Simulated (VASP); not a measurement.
CoO:

```
CELL_PARAMETERS angstrom
0.00000 2.17448 2.17448
2.17448 0.00000 2.17448
2.17448 2.17448 0.00000
ATOMIC_POSITIONS crystal
Co 0.00000 0.00000 0.00000
O 0.25000 0.25000 0.25000
```

Base run:

| Item | Value |
| --- | --- |
| Program | VASP 6.6.1 |
| Functional | PBEsol |
| Potentials or basis | VASP PAW PBE potentials, release 64 (Co, O) |
| Cutoff | 520 eV |
| k mesh | 16 × 16 × 16 |
| Occupations | gaussian, width 0.1 eV |
| Spin | collinear spin, ferromagnetic start |
| Starting moments | [2.2, 0.31] μB |
| Fixed moment | 2.5 μB |

Its results: pressure 7.0 GPa; site moments Co +2.16; O +0.27 μB.

**Question.** The run is repeated on the same cell with these changes: fixed moment from 2.5 μB to 1 μB; moments at the start from [2.2, 0.31] to [0.94, 0.08]. What comes out?

**Answer.** Pressure -5.2 GPa; site moments Co +0.91; O +0.07 μB.

Caveats: the PAW data sets were made with another functional, which shifts forces and pressure a little; the total moment is fixed, so each spin has its own Fermi level; a cell with one magnetic atom can't hold antiferromagnetic order, which such compounds often take; the cell stands under pressure (at least some runs); the cell stands under tension (at least some runs).
